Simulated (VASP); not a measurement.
Write the native input for VASP 6.6.1 that does the following.

- Task: single point
- Functional: PBEsol
- Potentials or basis: VASP PAW PBE potentials, release 64 (Pb_d)
- Cutoff: 520 eV
- k mesh: 18 × 18 × 10
- Occupations: gaussian, width 0.15 eV
- Spin: no spin polarisation
- Dipole correction: no
- Further INCAR settings: ALGO = Fast; EDIFF = 1e-07; NBANDS = 21

The structure of Pb lies in POSCAR:

```
Pb
1.0
    3.3408006629      0.0000000000      0.0000000000
   -1.6704003315      2.8932182431      0.0000000000
    0.0000000000      0.0000000000      5.8136000000
Pb
2
Direct
    0.3333333333      0.6666666667      0.2500000000
    0.6666666667      0.3333333333      0.7500000000
```

This isn't the form of Pb at room conditions, which is fcc.

This cell differs from its parent crystal: strain -0.040 along x and y, +0.040 along z.

These files were run (other wordings do the same):

INCAR

```
SYSTEM = Pb
PREC = Accurate
ENCUT = 520
EDIFF = 1E-7
ISMEAR = 0
SIGMA = 0.15
LREAL = .FALSE.
LASPH = .TRUE.
NELM = 80
ALGO = Fast
ISIF = 2
LWAVE = .FALSE.
LCHARG = .FALSE.
GGA = PS
NBANDS = 21
```

KPOINTS

```
regular mesh
0
G
  18 18 10
  0 0 0
```

Potentials or basis: VASP PAW PBE potentials, release 64 (Pb_d).

Launch:

```bash
$ cat potpaw_PBE.64/Pb_d/POTCAR > POTCAR
$ mpirun -np 1 vasp_std > vasp.out
```

Results of the run:

- Pressure: 3.5 GPa
- Band gap on the k mesh: zero (bands 14 and 15 overlap by 8.90 eV)

Caveat: the cell differs from its parent crystal (strain -0.040 along x and y, +0.040 along z); the cell stands under pressure; the PAW data sets were made with another functional, which shifts forces and pressure a little; spin-orbit coupling is left out, which moves the levels of the heavy elements.

Wall time 7.4 min on 1 thread of Intel(R) Xeon(R) Platinum 8259CL CPU @ 2.50GHz (Skylake/Cascade Lake), with other jobs on the host, peak memory 0.34 GiB.
